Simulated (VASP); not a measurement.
Input of a VASP 6.6.1 run:

The input INCAR:

```
SYSTEM = Mo
ALGO = Normal
EDIFF = 1E-6
ENCUT = 520
GGA = PS
ISIF = 2
ISMEAR = 0
LASPH = .TRUE.
LCHARG = .FALSE.
LREAL = .FALSE.
LWAVE = .FALSE.
NBANDS = 13
NELM = 100
PREC = Accurate
SIGMA = 0.15
```

Contents of KPOINTS:

```
k-points
0
G
  18 18 18
  0 0 0
```

Contents of POSCAR:

```
Mo
1.0
    2.4619593575      0.0000000000      0.0000000000
   -1.2309796787      2.1321193467      0.0000000000
    0.0000000000      0.0000000000      2.5551807000
Mo
1
Direct
    0.0000000000      0.0000000000      0.5000000000
```

Potentials or basis: VASP PAW PBE potentials, release 64 (Mo_sv).

The run is started by

```console
$ cat potpaw_PBE.64/Mo_sv/POTCAR > POTCAR
$ mpirun -np 1 vasp_std > vasp.out
```

(1) Predict the pressure.

(2) What does it give for the band gap on the k mesh?

## Answers

(1) 70.9 GPa.

(2) zero (band 7 reaches 16.42 eV, above the bottom of band 8 at 13.72 eV).

Caveat: the cell differs from its parent crystal (strain -0.1000 x Voigt [1, 1, 0, 0, 0, 0]); the PAW data sets were made with another functional, which shifts forces and pressure a little.
